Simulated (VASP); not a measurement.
Ta2N:

```
Ta N
1.0
     3.11286    0.00000    0.00000
    -1.55643    2.69582    0.00000
     0.00000    0.00000    4.86984
Ta N
2 1
Direct
  0.33333 0.66667 0.25471
  0.66667 0.33333 0.74529
  0.00000 0.00000 0.00000
```

```yaml
Program: VASP 6.6.1
Task: relaxation of cell and atoms
Functional: LDA
Potentials_or_basis: VASP PAW LDA potentials, release 64 (Ta_pv, N)
Cutoff: 600 eV
k_mesh: 10 × 10 × 6
Occupations: fermi-dirac, width 0.05 eV
Spin: no spin polarisation
```

At the start: pressure -13.2 GPa; volume 13.62 Å³/atom.

Task: How do energy, volume and symmetry change on relaxing?

Result: Over 10 steps the energy falls by 26.9 meV/atom and the volume is 13.03 Å³/atom (-4.4 %); space group P-3m1 (No. 164, to 0.05 Å).

Step by step:
```tsv
step	energy change (eV)	largest force (eV/Å)	pressure (GPa)	volume (Å³)
1	0.0000	0.4044	-13.24	40.87
2	0.5861	1.5081	51.61	34.56
3	-0.0802	0.0612	-0.67	39.13
4	-0.0804	0.0440	-0.07	39.06
5	-0.0804	0.0356	0.20	39.02
6	-0.0804	0.0261	-0.33	39.10
7	-0.0805	0.0280	-0.22	39.08
8	-0.0805	0.0085	-0.11	39.08
9	-0.0806	0.0126	-0.01	39.08
10	-0.0806	0.0072	0.02	39.08
```

Final structure:
```
Ta N
1.0
     3.06905    0.00000    0.00000
    -1.53453    2.65788    0.00000
     0.00000    0.00000    4.79030
Ta N
2 1
Cartesian
  0.0000 1.7719 1.2116
  1.5345 0.8860 3.5787
  0.0000 0.0000 0.0000
```
